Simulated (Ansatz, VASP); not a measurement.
# MnO2 in VASP and in Ansatz

Contents of INCAR:

```
PREC     = Accurate       # precision mode
ENCUT    = 520            # plane-wave cutoff, eV
EDIFF    = 1E-6           # SCF threshold, eV
ISMEAR   = 0              # smearing method
SIGMA    = 0.03           # smearing width, eV
LREAL    = F              # projectors in reciprocal space
LASPH    = T              # aspherical terms in the spheres
NELM     = 150            # most SCF steps
ALGO     = Normal         # electronic algorithm
ISIF     = 2              # what is computed and relaxed
LWAVE    = F              # write WAVECAR
LCHARG   = F              # write CHGCAR
ISPIN    = 2              # spin polarisation
MAGMOM   = 4.5 -4.5 0 0 0 0 # initial moments
LORBIT   = 11             # projections on sites
LMAXMIX  = 4              # l up to which the mixer works
LDAU     = T              # DFT+U
LDAUTYPE = 2            
LDAUL    = 2 -1           # shell
LDAUU    = 3.9 0          # U, eV
LDAUJ    = 0 0          
LDAUPRINT= 1            
GGA      = PS             # functional
NBANDS   = 38             # bands
```

Contents of KPOINTS:

```
regular mesh
0
Gamma
  5 5 7
```

The input POSCAR:

```
MnO2
1.0
    4.3983000000      0.0000000000      0.0000000000
    0.0000000000      4.3983000000      0.0000000000
    0.0000000000      0.0000000000      2.8730000000
Mn O
2 4
Direct
    0.0000000000      0.0000000000      0.0000000000
    0.5000000000      0.5000000000      0.5000000000
    0.3051500000      0.3051500000      0.0000000000
    0.1948500000      0.8051500000      0.5000000000
    0.6948500000      0.6948500000      0.0000000000
    0.8051500000      0.1948500000      0.5000000000
```

Input for Ansatz:

```yaml
crystal:
  lattice:
    - [4.3983, 0.0, 0.0]
    - [0.0, 4.3983, 0.0]
    - [0.0, 0.0, 2.873]
  atoms:
    - { symbol: Mn, position: [0.0, 0.0, 0.0], spin: 4.5 }
    - { symbol: Mn, position: [0.5, 0.5, 0.5], spin: -4.5 }
    - { symbol: O, position: [0.30515, 0.30515, 0.0] }
    - { symbol: O, position: [0.19485, 0.80515, 0.5] }
    - { symbol: O, position: [0.69485, 0.69485, 0.0] }
    - { symbol: O, position: [0.80515, 0.19485, 0.5] }
magnetization:
  spin_polarized: true
hamiltonian:
  xc: pbesol
  pseudopotentials: { kind: paw }
  hubbard: { sites: [{ species: Mn, l: d, u_eff: 3.9 }] }
basis:
  ecutwfc: 420
kpoints:
  mp_grid: { grid: [5, 5, 7] }
scf:
  occupations: { method: gaussian, width: 0.03 }
  lower_state_search: "off"
output:
  forces: true
  stress: true
```

Alike in both runs: task single point; functional PBEsol; k mesh 5 × 5 × 7; occupations gaussian, width 0.03 eV; collinear spin; Hubbard terms Mn d U = 3.9 eV.

|  | VASP | Ansatz |
| --- | --- | --- |
| version | VASP 6.6.1 | Ansatz 0.2.0 |
| potentials or method | VASP PAW PBE potentials, release 64 (Mn_pv, O), cutoff 520 eV | PAW, plane waves, scalar-relativistic |
| valence electrons in the cell | 50 | 54 |

Ansatz gave:

| Item | Value |
| --- | --- |
| pressure (GPa) | -0.2 |
| traceless stress, the component that is largest in VASP (GPa) | 2.33 |
| rms of the force components (eV/Å) | 0.011 |
| net moment per atom (μB) | 0.00 |
| size of the moment on the site where the two differ most (μB) | 2.55 |

**Question.** What did VASP give for the same quantities?

**Answer.** Pressure (GPa): 1.2; traceless stress, the component that is largest in VASP (GPa): 2.16; rms of the force components (eV/Å): 0.024; net moment per atom (μB): 0.00; size of the moment on the site where the two differ most (μB): 2.92.

VASP's potentials were made for PBE, not for PBEsol. Site moments also hang on the region over which each program counts them. The programs project onto different local orbitals, so the same U acts differently, and such runs can settle in different states. Atom by atom the forces differ by 0.013 eV/Å (rms over components). VASP's potentials hold 50 valence electrons a cell and Ansatz's 54, so a difference there can come from the potentials and not from the codes.
